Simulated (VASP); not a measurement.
# SrTiO3 in VASP: further runs

SrTiO3 is run at these levels: r2SCAN; tasks: single point, relaxation of cell and atoms.

Everything below comes from runs of VASP 6.6.1. Logs are shortened: lines on timing, memory, paths and dates and some standing lists are left out, and cuts for length are marked.

## 1. The cell of the first run

The structure is cubic, space group Pm-3m (No. 221). The conventional cell has a = 3.907 Å, b = 3.907 Å, c = 3.907 Å, α = 90.00°, β = 90.00°, γ = 90.00°. Sr (site symmetry m-3m) has 12 O at 2.76 Å and 8 Ti at 3.38 Å within 3.6 Å. Ti (site symmetry m-3m) has 6 O at 1.95 Å within 2.6 Å. Within 2.6 Å of O (site symmetry 4/mmm) lie 2 Ti at 1.95 Å.

## 2. Single point, r2SCAN

Contents of POSCAR:

```
SrTiO3
1.0
    3.9068462644      0.0000000000      0.0000000000
    0.0000000000      3.9068462644      0.0000000000
    0.0000000000      0.0000000000      3.9068462644
Sr Ti O
1 1 3
Direct
    0.5000000000      0.5000000000      0.5000000000
    0.0000000000      0.0000000000      0.0000000000
    0.5000000000      0.0000000000      0.0000000000
    0.0000000000      0.5000000000      0.0000000000
    0.0000000000      0.0000000000      0.5000000000
```

Contents of INCAR.step1:

```
SYSTEM = SrTiO3
PREC = Accurate
ENCUT = 520
ISMEAR = -1
SIGMA = 0.1
LREAL = .FALSE.
LASPH = .TRUE.
NELM = 80
NBANDS = 28
GGA = PE
ALGO = Normal
EDIFF = 1E-4
LWAVE = .TRUE.
LCHARG = .FALSE.
```

Contents of INCAR.step2:

```
SYSTEM = SrTiO3
PREC = Accurate
ENCUT = 520
EDIFF = 1E-7
ISMEAR = -1
SIGMA = 0.1
LREAL = .FALSE.
LASPH = .TRUE.
NELM = 80
ALGO = Normal
ISIF = 2
LWAVE = .FALSE.
LCHARG = .FALSE.
METAGGA = R2SCAN
LMIXTAU = .TRUE.
NBANDS = 28
ISTART = 1
```

Contents of KPOINTS:

```
Automatic mesh
0
G
  8 8 8
  0 0 0
```

Potentials or basis: VASP PAW PBE potentials, release 64 (Sr_sv, Ti_sv, O).

Command:

```
cat potpaw_PBE.64/Sr_sv/POTCAR potpaw_PBE.64/Ti_sv/POTCAR potpaw_PBE.64/O/POTCAR > POTCAR
cp INCAR.step1 INCAR
mpirun -np 1 vasp_std > vasp.out
cp INCAR.step2 INCAR
mpirun -np 1 vasp_std > vasp.out
```

OUTCAR:

```text
SYSTEM = SrTiO3
   PREC = Accurate
   ENCUT = 520
   EDIFF = 1E-7
   ISMEAR = -1
   LREAL = .FALSE.
   LASPH = .TRUE.
   NELM = 80
   ISIF = 2
   METAGGA = R2SCAN
   ISTART = 1

 ion  position               nearest neighbor table
   1  0.500  0.500  0.500-   3 2.76   4 2.76   5 2.76   3 2.76   4 2.76   3 2.76   5 2.76   3 2.76
                             4 2.76   5 2.76   4 2.76   5 2.76   2 3.38   2 3.38   2 3.38   2 3.38
   2  0.000  0.000  0.000-   3 1.95   4 1.95   5 1.95   5 1.95   4 1.95   3 1.95   1 3.38   1 3.38
                             1 3.38   1 3.38   1 3.38   1 3.38   1 3.38   1 3.38
   3  0.500  0.000  0.000-   2 1.95   2 1.95   1 2.76   1 2.76   1 2.76   1 2.76
   4  0.000  0.500  0.000-   2 1.95   2 1.95   1 2.76   1 2.76   1 2.76   1 2.76
   5  0.000  0.000  0.500-   2 1.95   2 1.95   1 2.76   1 2.76   1 2.76   1 2.76

  LATTYP: Found a simple cubic cell.
 ALAT       =     3.9068462644

  Lattice vectors:

 A1 = (   3.9068462644,   0.0000000000,   0.0000000000)
 A2 = (   0.0000000000,   3.9068462644,   0.0000000000)
 A3 = (   0.0000000000,   0.0000000000,   3.9068462644)

Analysis of symmetry for initial positions (statically):
=====================================================================
 Subroutine PRICEL returns:
 Original cell was already a primitive cell.

 Routine SETGRP: Setting up the symmetry group for a
 simple cubic supercell.

 Subroutine GETGRP returns: Found 48 space group operations
 (whereof 48 operations were pure point group operations)
 out of a pool of 48 trial point group operations.

The static configuration has the point symmetry O_h .

Analysis of symmetry for dynamics (positions and initial velocities):
=====================================================================
 Subroutine PRICEL returns:
 Original cell was already a primitive cell.

 Routine SETGRP: Setting up the symmetry group for a
 simple cubic supercell.

 Subroutine GETGRP returns: Found 48 space group operations
 (whereof 48 operations were pure point group operations)
 out of a pool of 48 trial point group operations.

The dynamic configuration has the point symmetry O_h .

 Subroutine INISYM returns: Found 48 space group operations
 (whereof 48 operations are pure point group operations),
 and found     1 'primitive' translations

----------------------------------------------------------------------------------------

                                     Primitive cell

  volume of cell :      59.6319

  direct lattice vectors                    reciprocal lattice vectors
     3.906846264  0.000000000  0.000000000     0.255960929  0.000000000  0.000000000
     0.000000000  3.906846264  0.000000000     0.000000000  0.255960929  0.000000000
     0.000000000  0.000000000  3.906846264     0.000000000  0.000000000  0.255960929

  length of vectors
     3.906846264  3.906846264  3.906846264     0.255960929  0.255960929  0.255960929

  position of ions in fractional coordinates (direct lattice)
     0.500000000  0.500000000  0.500000000
     0.000000000  0.000000000  0.000000000
     0.500000000  0.000000000  0.000000000
     0.000000000  0.500000000  0.000000000
     0.000000000  0.000000000  0.500000000

  ion indices of the primitive-cell ions
   primitive index   ion index
                 1           1
                 2           2
                 3           3
                 4           4
                 5           5

----------------------------------------------------------------------------------------

 KPOINTS: Automatic mesh

Automatic generation of k-mesh.
 Grid dimensions read from file:
 generate k-points for:    8    8    8

 Generating k-lattice:

  Cartesian coordinates                     Fractional coordinates (reciprocal lattice)
     0.031995116  0.000000000  0.000000000     0.125000000  0.000000000  0.000000000
     0.000000000  0.031995116  0.000000000     0.000000000  0.125000000  0.000000000
     0.000000000  0.000000000  0.031995116     0.000000000  0.000000000  0.125000000

  Length of vectors
     0.031995116  0.031995116  0.031995116

  Shift w.r.t. Gamma in fractional coordinates (k-lattice)
     0.000000000  0.000000000  0.000000000

 Subroutine IBZKPT returns following result:
 ===========================================

 Found     35 irreducible k-points:

 Following reciprocal coordinates:
            Coordinates               Weight
  0.000000  0.000000  0.000000      1.000000
  0.125000  0.000000  0.000000      6.000000
  0.250000  0.000000  0.000000      6.000000
  0.375000  0.000000  0.000000      6.000000
  0.500000  0.000000  0.000000      3.000000
  0.125000  0.125000  0.000000     12.000000
[... 16 lines left out ...]
  0.375000  0.375000  0.125000     24.000000
  0.500000  0.375000  0.125000     24.000000
 [... further k-points ...]
   k-points           NKPTS =     35   k-points in BZ     NKDIM =     35   number of bands    NBANDS=     28
   number of dos      NEDOS =    301   number of ions     NIONS =      5
   total plane-waves  NPLWV =  27000
   dimension x,y,z NGX =    30 NGY =   30 NGZ =   30
   dimension x,y,z NGXF=    60 NGYF=   60 NGZF=   60
   ions per type =               1   1   3
   NGX,Y,Z   is equivalent  to a cutoff of  12.77, 12.77, 12.77 a.u.
   NGXF,Y,Z  is equivalent  to a cutoff of  25.53, 25.53, 25.53 a.u.
 SYSTEM =  SrTiO3
   PREC   = accura    normal or accurate (medium, high low for compatibility)
   ISTART =      1    job   : 0-new  1-cont  2-samecut
   ICHARG =      0    charge: 1-file 2-atom 10-const
   ISPIN  =      1    spin polarized calculation?
   LNONCOLLINEAR =      F non collinear calculations
   LSORBIT =      F    spin-orbit coupling
   LASPH  =      T    aspherical Exc in radial PAW
   ENCUT  =  520.0 eV  38.22 Ry    6.18 a.u.   7.26  7.26  7.26*2*pi/ulx,y,z
   NELM   =     80;   NELMIN=  2; NELMDL=  0     # of ELM steps
   EDIFF  = 0.1E-06   stopping-criterion for ELM
   LREAL  =      F    real-space projection
   EDIFFG = 0.1E-05   stopping-criterion for IOM
   NSW    =      0    number of steps for IOM
   IBRION =     -1    ionic relax: 0-MD 1-quasi-New 2-CG
   NFREE  =      0    steps in history (QN), initial steepest desc. (CG)
   ISIF   =      2    stress and relaxation
   ISYM   =      2    0-nonsym 1-usesym 2-fastsym
   POTIM  = 0.5000    time-step for ionic-motion
   TEBEG  =    0.0;   TEEND  =   0.0 temperature during run
   PSTRESS=    0.0 pullay stress
   NELECT =      40.0000    total number of electrons
   NUPDOWN=      -1.0000    fix difference up-down
   EMIN   =  10.00;   EMAX   =-10.00  energy-range for DOS
   EFERMI =   0.00;   METHOD = LEGACY
   ISMEAR =    -1;   SIGMA  =   0.10  broadening in eV -4-tet -1-fermi 0-gaus
   EFERMI_NEDOS =   21; number of points for ismear=-14 and -15
   IALGO  =     38    algorithm
   IMIX   =      4    mixing-type and parameters
     AMIX     =   0.40;   BMIX     =  1.00
     AMIX_MAG =   1.60;   BMIX_MAG =  1.00
  volume/ion in A,a.u.               =      11.93        80.48
  Fermi-wavevector in a.u.,A,eV,Ry     =   1.433074  2.708116 27.942285  2.053700
  Thomas-Fermi vector in A             =   2.552632
   LORBIT       =      0    0 simple, 1 ext, 2 COOP (PROOUT), +10 PAW based schemes
   METAGGA = R2SCAN    functional components
   LHFCALC =     F    Hartree Fock is set to
   AEXX    =    0.0000 exact exchange contribution
   IVDW    =     0    specifies the selected vdW correction
   LEPSILON=     F    determine dielectric tensor
   LRPA    =     F    only Hartree local field effects (RPA)
 non-spin polarized calculation
  energy-cutoff  :      520.00
  volume of cell :       59.63
 maximum number of plane-waves:      1640
 NGX is ok and might be reduce to    30
   NGX = 15   NGY = 15   NGZ = 15

 number of electron      40.0000004 magnetization

 Free energy of the ion-electron system (eV)
  ---------------------------------------------------
  ext. energy  EPLUGINS =         0.00000000
  ---------------------------------------------------
  free energy    TOTEN  =       -63.32959552 eV

  energy without entropy =      -63.32959269  energy(sigma->0) =      -63.32959410

 E-fermi :   5.0177     XC(G=0): -11.9264

 val. band max:        3.8372094924   @ k =   0.5000   0.5000   0.5000
 cond. band min:       6.1108412053   @ k =   0.0000   0.0000   0.0000
 fundamental gap:      2.2736317130
 Fermi energy:         5.0177308692

 k-point     1 :       0.0000    0.0000    0.0000
  band No.  band energies     occupation
      1     -54.8413      2.00000
      2     -30.0376      2.00000
      3     -30.0376      2.00000
      4     -30.0376      2.00000
      5     -30.0371      2.00000
      6     -14.5758      2.00000
[... 20 lines left out ...]
     27       9.8082      0.00000
     28      10.9018      0.00000

 k-point     2 :       0.1250    0.0000    0.0000
  band No.  band energies     occupation
      1     -54.8411      2.00000
      2     -30.0856      2.00000
      3     -30.0372      2.00000
      4     -30.0372      2.00000
      5     -29.9974      2.00000
      6     -14.5724      2.00000
[... 20 lines left out ...]
     27      10.0853      0.00000
     28      11.2708      0.00000

 k-point     3 :       0.2500    0.0000    0.0000
  band No.  band energies     occupation
      1     -54.8405      2.00000
      2     -30.1353      2.00000
      3     -30.0362      2.00000
      4     -30.0362      2.00000
      5     -29.9672      2.00000
      6     -14.6117      2.00000
[... 20 lines left out ...]
     27      10.7576      0.00000
     28      12.2790      0.00000

 k-point     4 :       0.3750    0.0000    0.0000
  band No.  band energies     occupation
      1     -54.8399      2.00000
      2     -30.1739      2.00000
      3     -30.0352      2.00000
      4     -30.0351      2.00000
      5     -29.9478      2.00000
      6     -14.6948      2.00000
[... 578 lines left out ...]
     27      12.6443      0.00000
     28      12.9365      0.00000

 k-point    23 :       0.3750    0.3750    0.1250
  band No.  band energies     occupation
      1     -54.8383      2.00000
      2     -30.1243      2.00000
      3     -30.1028      2.00000
      4     -30.0449      2.00000
      5     -29.9756      2.00000
      6     -14.1273      2.00000
[... 20 lines left out ...]
     27      12.7074      0.00000
     28      13.1370      0.00000

 k-point    24 :       0.5000    0.3750    0.1250
  band No.  band energies     occupation
      1     -54.8380      2.00000
      2     -30.1264      2.00000
      3     -30.1024      2.00000
      4     -30.0440      2.00000
      5     -29.9827      2.00000
      6     -14.0450      2.00000
[... 20 lines left out ...]
     27      12.6982      0.00000
     28      13.2759      0.00000

 [... further k-points ...]

------------------------ aborting loop because EDIFF is reached ----------------------------------------

  FORCE on cell =-STRESS in cart. coord.  units (eV):
  Direction    XX          YY          ZZ          XY          YZ          ZX
  --------------------------------------------------------------------------------------
  -------------------------------------------------------------------------------------
  Total        0.3485008      0.3485008      0.3485008      0.0000000      0.0000000      0.0000000
  in kB        9.3634391      9.3634391      9.3634391      0.0000000      0.0000000      0.0000000
  external PRESSURE =       9.3634391 kB  Pullay stress =       0.0000000 kB

 VOLUME and BASIS-vectors are now :
 -----------------------------------------------------------------------------
  energy-cutoff  :      520.00
  volume of cell :       59.63
      direct lattice vectors                 reciprocal lattice vectors
     3.906846264  0.000000000  0.000000000     0.255960929  0.000000000  0.000000000
     0.000000000  3.906846264  0.000000000     0.000000000  0.255960929  0.000000000
     0.000000000  0.000000000  3.906846264     0.000000000  0.000000000  0.255960929

 POSITION                                       TOTAL-FORCE (eV/Angst)
 -----------------------------------------------------------------------------------
      1.95342      1.95342      1.95342         0.000000      0.000000      0.000000
      0.00000      0.00000      0.00000         0.000000      0.000000      0.000000
      1.95342      0.00000      0.00000         0.000000      0.000000      0.000000
      0.00000      1.95342      0.00000         0.000000      0.000000      0.000000
      0.00000      0.00000      1.95342         0.000000      0.000000      0.000000
 -----------------------------------------------------------------------------------
    total drift:                                0.000000     -0.000000      0.000000

  FREE ENERGIE OF THE ION-ELECTRON SYSTEM (eV)
  ---------------------------------------------------
  free  energy   TOTEN  =       -63.3295955188 eV

  energy  without entropy=      -63.3295926886  energy(sigma->0) =      -63.32959410
```

It took 2.3 min on 1 thread of Intel Xeon 6975P-C (Granite Rapids), shared host; peak memory 0.21 GiB.

Results:

```yaml
Free_energy: -63.3296 eV
Pressure: 0.9 GPa
Band_gap_on_the_k_mesh: 2.27 eV (least direct gap 2.66 eV)
```

Levels at points of the mesh, in eV from the valence-band top:
| k point | band 17 | band 18 | band 19 | band 20 | band 21 | band 22 | band 23 | band 24 |
| --- | --- | --- | --- | --- | --- | --- | --- | --- |
| (0.00, 0.00, 0.00) | -1.21 | -0.38 | -0.38 | -0.38 | 2.27 | 2.27 | 2.27 | 4.59 |
| (0.50, 0.00, 0.00) | -2.36 | -2.00 | -0.77 | -0.77 | 2.44 | 4.17 | 4.17 | 4.60 |
| (0.50, 0.50, 0.00) | -1.79 | -1.61 | -1.61 | -0.09 | 4.18 | 4.18 | 4.66 | 5.63 |
| (0.50, 0.50, 0.50) | -3.79 | 0.00 | 0.00 | 0.00 | 4.88 | 4.88 | 4.88 | 7.63 |

Caveat: the PAW data sets were made with another functional, which shifts forces and pressure a little.

## 3. Single point, r2SCAN (in-plane strain +0.005, then relaxed in part)

POSCAR: that of step 2 with these lines changed.

```diff
@@ -2,5 +2,5 @@
 1.0
-    3.9068462644      0.0000000000      0.0000000000
-    0.0000000000      3.9068462644      0.0000000000
-    0.0000000000      0.0000000000      3.9068462644
+    3.9263804958      0.0000000000      0.0000000000
+    0.0000000000      3.9263804958      0.0000000000
+    0.0000000000      0.0000000000      3.8951257256
 Sr Ti O
```

Contents of INCAR.step1:

```
SYSTEM = SrTiO3
PREC = Accurate
ENCUT = 520
ISMEAR = 0
SIGMA = 0.01
LREAL = .False.
LASPH = .True.
NELM = 60
NBANDS = 28
GGA = PE
ALGO = Normal
EDIFF = 1E-4
LWAVE = .True.
LCHARG = .False.
```

Contents of INCAR.step2:

```
SYSTEM = SrTiO3
PREC = Accurate
ENCUT = 520
EDIFF = 1E-6
ISMEAR = 0
SIGMA = 0.01
LREAL = .False.
LASPH = .True.
NELM = 60
ALGO = Normal
ISIF = 2
LWAVE = .False.
LCHARG = .True.
METAGGA = R2SCAN
LMIXTAU = .True.
LELF = .True.
LVHAR = .True.
NBANDS = 28
ISTART = 1
```

Contents of KPOINTS:

```
regular mesh
0
Gamma
  6 6 6
  0 0 0
```

Potentials or basis: VASP PAW PBE potentials, release 64 (Sr_sv, Ti_sv, O).

Command:

```
cat potpaw_PBE.64/Sr_sv/POTCAR potpaw_PBE.64/Ti_sv/POTCAR potpaw_PBE.64/O/POTCAR > POTCAR
cp INCAR.step1 INCAR
mpirun -np 1 vasp_std > vasp.out
cp INCAR.step2 INCAR
mpirun -np 1 vasp_std > vasp.out
```

It took 2.3 min on 1 thread of Intel Xeon 6975P-C (Granite Rapids), shared host; peak memory 0.21 GiB.

The run converged. Its results:

```yaml
Free_energy: -63.3283 eV
Pressure: -0.4 GPa
Band_gap_on_the_k_mesh: 2.24 eV (least direct gap 2.63 eV)
```

Stress tensor (GPa, compression positive):
```
-1.02  0.00  0.00
 0.00 -1.02  0.00
 0.00  0.00  0.94
```

Levels at points of the mesh, in eV from the valence-band top:
```
           k point  band 17  band 18  band 19  band 20  band 21  band 22  band 23  band 24
(0.00, 0.00, 0.00)    -1.19    -0.39    -0.39    -0.39     2.24     2.26     2.26     4.50
(0.50, 0.00, 0.00)    -2.31    -1.98    -0.78    -0.77     2.41     4.10     4.10     4.56
(0.50, 0.50, 0.00)    -1.80    -1.64    -1.64    -0.11     4.11     4.11     4.58     5.62
(0.00, 0.00, 0.50)    -2.41    -1.99    -0.78    -0.78     2.41     4.18     4.18     4.51
(0.50, 0.00, 0.50)    -1.80    -1.59    -1.59    -0.09     4.11     4.19     4.63     5.54
(0.50, 0.50, 0.50)    -3.73    -0.02     0.00     0.00     4.79     4.84     4.84     7.57
```

Caveat: the cell differs from its parent crystal (in-plane strain +0.005, then relaxed in part); the PAW data sets were made with another functional, which shifts forces and pressure a little.

## 4. Single point, r2SCAN (in-plane strain +0.01, then relaxed in part)

POSCAR: that of step 3 with these lines changed.

```diff
@@ -2,5 +2,5 @@
 1.0
-    3.9263804958      0.0000000000      0.0000000000
-    0.0000000000      3.9263804958      0.0000000000
-    0.0000000000      0.0000000000      3.8951257256
+    3.9459147271      0.0000000000      0.0000000000
+    0.0000000000      3.9459147271      0.0000000000
+    0.0000000000      0.0000000000      3.8834051868
 Sr Ti O
```

Contents of INCAR.step1:

```
SYSTEM = SrTiO3
ALGO = Normal
EDIFF = 1E-4
ENCUT = 520
GGA = PE
ISMEAR = 0
LASPH = .TRUE.
LCHARG = .FALSE.
LREAL = .FALSE.
LWAVE = .TRUE.
NBANDS = 28
NELM = 80
PREC = Accurate
SIGMA = 0.01
```

Contents of INCAR.step2:

```
SYSTEM = SrTiO3
ALGO = Normal
EDIFF = 1E-6
ENCUT = 520
ISIF = 2
ISMEAR = 0
ISTART = 1
LASPH = .TRUE.
LCHARG = .TRUE.
LELF = .TRUE.
LMIXTAU = .TRUE.
LREAL = .FALSE.
LVHAR = .TRUE.
LWAVE = .FALSE.
METAGGA = R2SCAN
NBANDS = 28
NELM = 80
PREC = Accurate
SIGMA = 0.01
```

Contents of KPOINTS:

```
k-points
0
G
  6 6 6
  0 0 0
```

Command:

```
cat potpaw_PBE.64/Sr_sv/POTCAR potpaw_PBE.64/Ti_sv/POTCAR potpaw_PBE.64/O/POTCAR > POTCAR
cp INCAR.step1 INCAR
mpirun -np 1 vasp_std > vasp.out
cp INCAR.step2 INCAR
mpirun -np 1 vasp_std > vasp.out
```

Run time: 2 min. Hardware: 1 thread of Intel Xeon 6975P-C (Granite Rapids), shared host; peak memory 0.21 GiB.

Results (log left out):

| Item | Value |
| --- | --- |
| Free energy | -63.3205 eV |
| Pressure | -1.6 GPa |
| Band gap on the k mesh | 2.21 eV (least direct gap 2.61 eV) |

Stress tensor (GPa, compression positive):
```
-2.88  0.00  0.00
 0.00 -2.88  0.00
 0.00  0.00  0.96
```

Levels at points of the mesh, in eV from the valence-band top:
| k point | band 17 | band 18 | band 19 | band 20 | band 21 | band 22 | band 23 | band 24 |
| --- | --- | --- | --- | --- | --- | --- | --- | --- |
| (0.00, 0.00, 0.00) | -1.16 | -0.40 | -0.40 | -0.39 | 2.21 | 2.24 | 2.24 | 4.41 |
| (0.50, 0.00, 0.00) | -2.26 | -1.97 | -0.78 | -0.77 | 2.39 | 4.03 | 4.04 | 4.52 |
| (0.50, 0.50, 0.00) | -1.81 | -1.66 | -1.66 | -0.13 | 4.05 | 4.05 | 4.51 | 5.61 |
| (0.00, 0.00, 0.50) | -2.43 | -1.97 | -0.79 | -0.79 | 2.38 | 4.19 | 4.19 | 4.42 |
| (0.50, 0.00, 0.50) | -1.81 | -1.57 | -1.57 | -0.09 | 4.04 | 4.19 | 4.61 | 5.44 |
| (0.50, 0.50, 0.50) | -3.67 | -0.03 | 0.00 | 0.00 | 4.71 | 4.80 | 4.80 | 7.51 |

Caveat: the cell differs from its parent crystal (in-plane strain +0.01, then relaxed in part); the PAW data sets were made with another functional, which shifts forces and pressure a little.

(Continued in part 2 of 2.)
